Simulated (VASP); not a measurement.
# HfBiH2 (P6/mmm) in VASP: notebook

The runs below take HfBiH2 through single point, relaxation of cell and atoms, with PBE.

Program: VASP 6.6.1. These are calculated values, not measurements. Logs are shortened: lines on timing, memory, paths and dates and some standing lists are left out, and cuts for length are marked.

## 1. The cell of the first run

Symmetry: P6/mmm, No. 191, hexagonal system. Conventional cell: a = 3.302 Å, b = 3.302 Å, c = 8.091 Å, α = 90.00°, β = 90.00°, γ = 120.00°. Hf (site symmetry 6/mmm) has 2 H at 1.98 Å within 2.6 Å. Bi (site symmetry 6/mmm) has 2 H at 2.07 Å within 2.7 Å. Within 2.6 Å of H (site symmetry 6mm) lie 1 Hf at 1.98 Å and 1 Bi at 2.07 Å.

The cell was built from a structure type or drawn by symmetry, and may not be a known phase.

## 2. Single point, PBE

INCAR reads:

```
  PREC = Accurate
  ENCUT = 520
  EDIFF = 1E-6
  ISMEAR = 0
  SIGMA = 0.1
  LREAL = False
  LASPH = True
  NELM = 100
  ALGO = Normal
  ISIF = 2
  LWAVE = False
  LCHARG = False
  GGA = PE
  NBANDS = 22
```

KPOINTS reads:

```
Automatic mesh
0
Gamma
  6 6 4
```

POSCAR reads:

```
HfBiH2
1.0
    3.3016807139      0.0000000000      0.0000000000
   -1.6508403569      2.8593393734      0.0000000000
    0.0000000000      0.0000000000      8.0913388143
Hf Bi H
1 1 2
Direct
    0.0000000000      0.0000000000      0.5000000000
    0.0000000000      0.0000000000      0.0000000000
    0.0000000000      0.0000000000      0.2556607203
    0.0000000000      0.0000000000      0.7443392797
```

Potentials or basis: VASP PAW PBE potentials, release 64 (Hf_pv, Bi_d, H).

Started as:

```console
> cat potpaw_PBE.64/Hf_pv/POTCAR potpaw_PBE.64/Bi_d/POTCAR potpaw_PBE.64/H/POTCAR > POTCAR
> mpirun -np 1 vasp_std > vasp.out
```

OUTCAR:

```text
PREC = Accurate
   ENCUT = 520
   EDIFF = 1E-6
   ISMEAR = 0
   LREAL = False
   LASPH = True
   NELM = 100
   ISIF = 2
   GGA = PE

 ion  position               nearest neighbor table
   1  0.000  0.000  0.500-   3 1.98   4 1.98
   2  0.000  0.000  0.000-   3 2.07   4 2.07
   3  0.000  0.000  0.256-   1 1.98   2 2.07
   4  0.000  0.000  0.744-   1 1.98   2 2.07

  LATTYP: Found a hexagonal cell.
 ALAT       =     3.3016807139
 C/A-ratio  =     2.4506727075

  Lattice vectors:

 A1 = (   3.3016807139,   0.0000000000,   0.0000000000)
 A2 = (  -1.6508403569,   2.8593393734,   0.0000000000)
 A3 = (   0.0000000000,   0.0000000000,   8.0913388143)

Analysis of symmetry for initial positions (statically):
=====================================================================
 Subroutine PRICEL returns:
 Original cell was already a primitive cell.

 Routine SETGRP: Setting up the symmetry group for a
 hexagonal supercell.

 Subroutine GETGRP returns: Found 24 space group operations
 (whereof 24 operations were pure point group operations)
 out of a pool of 24 trial point group operations.

The static configuration has the point symmetry D_6h.

Analysis of symmetry for dynamics (positions and initial velocities):
=====================================================================
 Subroutine PRICEL returns:
 Original cell was already a primitive cell.

 Routine SETGRP: Setting up the symmetry group for a
 hexagonal supercell.

 Subroutine GETGRP returns: Found 24 space group operations
 (whereof 24 operations were pure point group operations)
 out of a pool of 24 trial point group operations.

The dynamic configuration has the point symmetry D_6h.

 Subroutine INISYM returns: Found 24 space group operations
 (whereof 24 operations are pure point group operations),
 and found     1 'primitive' translations

----------------------------------------------------------------------------------------

                                     Primitive cell

  volume of cell :      76.3873

  direct lattice vectors                    reciprocal lattice vectors
     3.301680714  0.000000000  0.000000000     0.302876046  0.174865567  0.000000000
    -1.650840357  2.859339373  0.000000000     0.000000000  0.349731133  0.000000000
     0.000000000  0.000000000  8.091338814     0.000000000  0.000000000  0.123588942

  length of vectors
     3.301680714  3.301680714  8.091338814     0.349731133  0.349731133  0.123588942

  position of ions in fractional coordinates (direct lattice)
     0.000000000  0.000000000  0.500000000
     0.000000000  0.000000000  0.000000000
     0.000000000  0.000000000  0.255660720
     0.000000000  0.000000000  0.744339280

  ion indices of the primitive-cell ions
   primitive index   ion index
                 1           1
                 2           2
                 3           3
                 4           4

----------------------------------------------------------------------------------------

 KPOINTS: Automatic mesh

Automatic generation of k-mesh.
 Grid dimensions read from file:
 generate k-points for:    6    6    4

 Generating k-lattice:

  Cartesian coordinates                     Fractional coordinates (reciprocal lattice)
     0.050479341  0.029144261  0.000000000     0.166666667  0.000000000  0.000000000
     0.000000000  0.058288522  0.000000000     0.000000000  0.166666667  0.000000000
     0.000000000  0.000000000  0.030897235     0.000000000  0.000000000  0.250000000

  Length of vectors
     0.058288522  0.058288522  0.030897235

  Shift w.r.t. Gamma in fractional coordinates (k-lattice)
     0.000000000  0.000000000  0.000000000

 Subroutine IBZKPT returns following result:
 ===========================================

 Found     21 irreducible k-points:

 Following reciprocal coordinates:
            Coordinates               Weight
  0.000000  0.000000  0.000000      1.000000
  0.166667  0.000000  0.000000      6.000000
  0.333333  0.000000  0.000000      6.000000
  0.500000  0.000000  0.000000      3.000000
  0.166667  0.166667  0.000000      6.000000
  0.333333  0.166667  0.000000     12.000000
[... 13 lines left out ...]
  0.333333  0.166667  0.500000     12.000000
  0.333333  0.333333  0.500000      2.000000
   k-points           NKPTS =     21   k-points in BZ     NKDIM =     21   number of bands    NBANDS=     22
   number of dos      NEDOS =    301   number of ions     NIONS =      4
   total plane-waves  NPLWV =  47040
   dimension x,y,z NGX =    28 NGY =   28 NGZ =   60
   dimension x,y,z NGXF=    56 NGYF=   56 NGZF=  120
   ions per type =               1   1   2
   NGX,Y,Z   is equivalent  to a cutoff of  14.10, 14.10, 12.33 a.u.
   NGXF,Y,Z  is equivalent  to a cutoff of  28.20, 28.20, 24.66 a.u.
 SYSTEM =  unknown system
   PREC   = accura    normal or accurate (medium, high low for compatibility)
   ISTART =      0    job   : 0-new  1-cont  2-samecut
   ICHARG =      2    charge: 1-file 2-atom 10-const
   ISPIN  =      1    spin polarized calculation?
   LNONCOLLINEAR =      F non collinear calculations
   LSORBIT =      F    spin-orbit coupling
   LASPH  =      T    aspherical Exc in radial PAW
   ENCUT  =  520.0 eV  38.22 Ry    6.18 a.u.   6.14  6.14 15.04*2*pi/ulx,y,z
   NELM   =    100;   NELMIN=  2; NELMDL= -5     # of ELM steps
   EDIFF  = 0.1E-05   stopping-criterion for ELM
   LREAL  =      F    real-space projection
   EDIFFG = 0.1E-04   stopping-criterion for IOM
   NSW    =      0    number of steps for IOM
   IBRION =     -1    ionic relax: 0-MD 1-quasi-New 2-CG
   NFREE  =      0    steps in history (QN), initial steepest desc. (CG)
   ISIF   =      2    stress and relaxation
   ISYM   =      2    0-nonsym 1-usesym 2-fastsym
   POTIM  = 0.5000    time-step for ionic-motion
   TEBEG  =    0.0;   TEEND  =   0.0 temperature during run
   PSTRESS=    0.0 pullay stress
   NELECT =      27.0000    total number of electrons
   NUPDOWN=      -1.0000    fix difference up-down
   EMIN   =  10.00;   EMAX   =-10.00  energy-range for DOS
   EFERMI =   0.00;   METHOD = LEGACY
   ISMEAR =     0;   SIGMA  =   0.10  broadening in eV -4-tet -1-fermi 0-gaus
   EFERMI_NEDOS =   21; number of points for ismear=-14 and -15
   IALGO  =     38    algorithm
   IMIX   =      4    mixing-type and parameters
     AMIX     =   0.40;   BMIX     =  1.00
     AMIX_MAG =   1.60;   BMIX_MAG =  1.00
  volume/ion in A,a.u.               =      19.10       128.87
  Fermi-wavevector in a.u.,A,eV,Ry     =   1.157504  2.187365 18.229285  1.339815
  Thomas-Fermi vector in A             =   2.294114
   LORBIT       =      0    0 simple, 1 ext, 2 COOP (PROOUT), +10 PAW based schemes
   GGA     = PE    functional components
   LHFCALC =     F    Hartree Fock is set to
   AEXX    =    0.0000 exact exchange contribution
   IVDW    =     0    specifies the selected vdW correction
   LEPSILON=     F    determine dielectric tensor
   LRPA    =     F    only Hartree local field effects (RPA)
 non-spin polarized calculation
 Gauss-broadening in eV      SIGMA  =   0.10
  energy-cutoff  :      520.00
  volume of cell :       76.39
 maximum number of plane-waves:      2088
 NGX is ok and might be reduce to    28
   NGX = 13   NGY = 13   NGZ = 31

 number of electron      27.0000006 magnetization

 Free energy of the ion-electron system (eV)
  ---------------------------------------------------
  ext. energy  EPLUGINS =         0.00000000
  ---------------------------------------------------
  free energy    TOTEN  =       -18.16735820 eV

  energy without entropy =      -18.13798590  energy(sigma->0) =      -18.15267205

 E-fermi :   4.1181     XC(G=0):  -9.3801

 val. band max:        4.1030278096   @ k =   0.1667   0.1667   0.5000
 cond. band min:       4.1407174071   @ k =   0.3333   0.1667   0.2500
 fundamental gap:      0.0376895975
 Fermi energy:         4.1180939400

 k-point     1 :       0.0000    0.0000    0.0000
  band No.  band energies     occupation
      1     -27.0671      2.00000
      2     -26.8133      2.00000
      3     -26.8133      2.00000
      4     -19.2088      2.00000
      5     -19.1241      2.00000
      6     -19.1241      2.00000
[... 14 lines left out ...]
     21      10.5962      0.00000
     22      13.0993      0.00000

 k-point     2 :       0.1667    0.0000    0.0000
  band No.  band energies     occupation
      1     -27.0540      2.00000
      2     -26.9128      2.00000
      3     -26.8369      2.00000
      4     -19.1854      2.00000
      5     -19.1193      2.00000
      6     -19.0639      2.00000
[... 14 lines left out ...]
     21      11.3646      0.00000
     22      12.5000      0.00000

 k-point     3 :       0.3333    0.0000    0.0000
  band No.  band energies     occupation
      1     -27.1067      2.00000
      2     -27.0278      2.00000
      3     -26.8837      2.00000
      4     -19.2087      2.00000
      5     -19.0940      2.00000
      6     -19.0426      2.00000
[... 14 lines left out ...]
     21      10.8535      0.00000
     22      11.1559      0.00000

 k-point     4 :       0.5000    0.0000    0.0000
  band No.  band energies     occupation
      1     -27.2011      2.00000
      2     -27.0146      2.00000
      3     -26.9069      2.00000
      4     -19.2280      2.00000
      5     -19.1225      2.00000
      6     -19.0348      2.00000
[... 14 lines left out ...]
     21      10.3262      0.00000
     22      11.0920      0.00000

 k-point     5 :       0.1667    0.1667    0.0000
  band No.  band energies     occupation
      1     -27.0404      2.00000
      2     -27.0343      2.00000
      3     -26.8911      2.00000
      4     -19.1368      2.00000
      5     -19.1292      2.00000
      6     -19.0743      2.00000
[... 342 lines left out ...]
 k-point    19 :       0.1667    0.1667    0.5000
  band No.  band energies     occupation
      1     -27.0404      2.00000
      2     -27.0344      2.00000
      3     -26.8911      2.00000
      4     -19.1365      2.00000
      5     -19.1292      2.00000
      6     -19.0743      2.00000
[... 14 lines left out ...]
     21      12.8842      0.00000
     22      13.0345      0.00000

 k-point    20 :       0.3333    0.1667    0.5000
  band No.  band energies     occupation
      1     -27.1524      2.00000
      2     -27.0146      2.00000
      3     -26.9579      2.00000
      4     -19.1566      2.00000
      5     -19.1077      2.00000
      6     -19.0497      2.00000
[... 14 lines left out ...]
     21      11.0121      0.00000
     22      11.7012      0.00000

 k-point    21 :       0.3333    0.3333    0.5000
  band No.  band energies     occupation
      1     -27.0857      2.00000
      2     -27.0857      2.00000
      3     -27.0080      2.00000
      4     -19.0876      2.00000
      5     -19.0876      2.00000
      6     -19.0461      2.00000
[... 14 lines left out ...]
     21       9.2047      0.00000
     22      13.0480      0.00000

------------------------ aborting loop because EDIFF is reached ----------------------------------------

  FORCE on cell =-STRESS in cart. coord.  units (eV):
  Direction    XX          YY          ZZ          XY          YZ          ZX
  --------------------------------------------------------------------------------------
  -------------------------------------------------------------------------------------
  Total       -0.0738841     -0.0738841     -0.1169330     -0.0000000      0.0000000      0.0000000
  in kB       -1.5496737     -1.5496737     -2.4525985     -0.0000000      0.0000000      0.0000000
  external PRESSURE =      -1.8506486 kB  Pullay stress =       0.0000000 kB

 VOLUME and BASIS-vectors are now :
 -----------------------------------------------------------------------------
  energy-cutoff  :      520.00
  volume of cell :       76.39
      direct lattice vectors                 reciprocal lattice vectors
     3.301680714  0.000000000  0.000000000     0.302876046  0.174865567  0.000000000
    -1.650840357  2.859339373  0.000000000     0.000000000  0.349731133  0.000000000
     0.000000000  0.000000000  8.091338814     0.000000000  0.000000000  0.123588942

 POSITION                                       TOTAL-FORCE (eV/Angst)
 -----------------------------------------------------------------------------------
      0.00000      0.00000      4.04567        -0.000000     -0.000000     -0.000000
      0.00000      0.00000      0.00000        -0.000000     -0.000000     -0.000000
      0.00000      0.00000      2.06864         0.000000      0.000000     -0.000306
      0.00000      0.00000      6.02270        -0.000000     -0.000000      0.000306
 -----------------------------------------------------------------------------------
    total drift:                               -0.000000     -0.000000      0.000000

  FREE ENERGIE OF THE ION-ELECTRON SYSTEM (eV)
  ---------------------------------------------------
  free  energy   TOTEN  =       -18.1673581986 eV

  energy  without entropy=      -18.1379859047  energy(sigma->0) =      -18.15267205
```

Wall time 47 s (1 thread of Intel Xeon Platinum 8488C (Sapphire Rapids), shared host); peak memory 0.22 GiB.

What came out:

| Quantity | Value |
| --- | --- |
| Free energy | -18.1674 eV |
| Pressure | -0.2 GPa |
| Band gap on the k mesh | zero (an odd number of electrons rules out a gap without spin polarisation) |

Levels at points of the mesh, in eV from the Fermi level:
| k point | band 11 | band 12 | band 13 | band 14 | band 15 | band 16 | band 17 | band 18 |
| --- | --- | --- | --- | --- | --- | --- | --- | --- |
| (0.00, 0.00, 0.00) | -5.82 | -2.98 | 1.39 | 1.39 | 1.46 | 3.57 | 3.57 | 5.82 |
| (0.50, 0.00, 0.00) | -4.31 | -3.45 | -1.69 | -0.67 | 1.15 | 2.43 | 2.74 | 4.50 |
| (0.00, 0.00, 0.50) | -4.02 | -3.24 | 0.08 | 1.39 | 1.39 | 3.54 | 3.54 | 5.89 |
| (0.50, 0.00, 0.50) | -4.85 | -1.85 | -1.32 | -0.45 | 0.82 | 1.92 | 2.25 | 2.98 |

Caveat: the k points lie up to 0.37 Å⁻¹ apart, too coarse for converged energies and pressures of a metal; spin-orbit coupling is left out, which moves the levels of the heavy elements.

## 3. Relaxation of cell and atoms, PBE

This run uses another cell than the first one, of 15.81 Å³/atom.

INCAR reads:

```
PREC = Accurate ; ENCUT = 600
EDIFF = 1E-6 ; ISMEAR = 0
SIGMA = 0.1 ; LREAL = F
LASPH = T ; NELM = 80
ALGO = Normal ; ISIF = 3
LWAVE = F ; LCHARG = F
GGA = PE ; IBRION = 2
NSW = 90 ; EDIFFG = -0.04
```

KPOINTS is that of step 2.

POSCAR reads:

```
HfBiH2
1.0
    3.5991925400      0.0000000000      0.0000000000
   -1.7995962700      3.1169921700      0.0000000000
    0.0000000000      0.0000000000      5.6362541500
Hf Bi H
1 1 2
Direct
    0.0000000000      0.0000000000      0.5000000000
    0.0000000000      0.0000000000      0.0000000000
    0.0000000000      0.0000000000      0.2324835100
    0.0000000000      0.0000000000      0.7675164900
```

Potentials or basis: VASP PAW PBE potentials, release 64 (Hf_pv, Bi_d, H).

Started as:

```console
> cat potpaw_PBE.64/Hf_pv/POTCAR potpaw_PBE.64/Bi_d/POTCAR potpaw_PBE.64/H/POTCAR > POTCAR
> mpirun -np 1 vasp_std > vasp.out
```

Run time: 10 min. Hardware: 1 thread of Intel Xeon Platinum 8488C (Sapphire Rapids), shared host; peak memory 0.24 GiB.

Results (log left out):

```
Free energy                           : -18.1376 eV
Relaxed volume                        : 18.91 Å³/atom
Relaxed cell                          : a = 3.292 Å, b = 3.292 Å, c = 8.058 Å, α = 90.00°, β = 90.00°, γ = 120.00°
Space group after relaxing (to 0.1 Å) : P6/mmm (No. 191)
Energy gained by relaxing             : 2817.0 meV/atom
Ionic steps                           : 20
Pressure after relaxing               : 0.2 GPa
Largest force after relaxing          : 0.028 eV/Å
Band gap on the k mesh                : zero (an odd number of electrons rules out a gap without spin polarisation)
```

Forces in eV/Å, atoms in the order of the input:
```
Hf   0.000  0.000  0.000
Bi   0.000  0.000  0.000
H    0.000  0.000 -0.028
H    0.000  0.000  0.028
```

Stress tensor (GPa, compression positive):
```
0.28 0.00 0.00
0.00 0.28 0.00
0.00 0.00 0.08
```

The path:
```csv
step,energy change (eV),largest force (eV/Å),pressure (GPa),volume (Å³)
1,0.0000,8.3958,48.47,63.23
2,-9.9954,0.3965,-5.93,104.61
3,-10.2251,3.4702,0.10,86.45
4,-10.1474,1.9774,-3.18,95.68
5,-10.5967,0.5125,-4.19,90.27
6,-10.6317,0.1728,-4.13,88.37
7,-10.8170,0.6378,-0.36,79.71
8,-10.8404,0.8798,1.97,75.76
9,-11.0468,1.1033,3.03,73.12
10,-9.9639,1.6321,16.36,64.67
11,-11.0405,1.3724,4.34,71.94
12,-11.0548,1.0854,7.00,69.50
13,-11.0726,1.3056,5.72,70.49
14,-11.1903,0.4542,4.02,71.84
15,-11.2010,0.0702,3.50,72.41
16,-11.2553,0.0563,1.59,74.14
17,-11.2676,0.0380,0.10,75.71
18,-11.2677,0.0408,0.25,75.53
19,-11.2677,0.0417,0.30,75.47
20,-11.2682,0.0280,0.21,75.64
```

Final structure:
```yaml
crystal:
  lattice:
    - [3.29234, 0.00000, 0.00000]
    - [-1.64617, 2.85125, 0.00000]
    - [0.00000, 0.00000, 8.05755]
  atoms:
    - { symbol: Hf, position: [0.00000, 0.00000, 0.50000] }
    - { symbol: Bi, position: [0.00000, 0.00000, 0.00000] }
    - { symbol: H, position: [0.00000, 0.00000, 0.25603] }
    - { symbol: H, position: [0.00000, 0.00000, 0.74397] }
```

Levels at points of the mesh, in eV from the Fermi level:
```tsv
k point	band 10	band 11	band 12	band 13	band 14	band 15	band 16	band 17
(0.00, 0.00, 0.00)	-6.24	-5.84	-3.00	1.40	1.40	1.49	3.61	3.61
(0.50, 0.00, 0.00)	-4.88	-4.33	-3.47	-1.70	-0.69	1.17	2.46	2.77
(0.00, 0.00, 0.50)	-7.24	-4.03	-3.24	0.08	1.40	1.40	3.58	3.58
(0.50, 0.00, 0.50)	-5.33	-4.89	-1.87	-1.31	-0.46	0.83	1.95	2.26
```

Caveat: the volume moved by over 15 % at a fixed basis, so the end points are rough; spin-orbit coupling is left out, which moves the levels of the heavy elements.
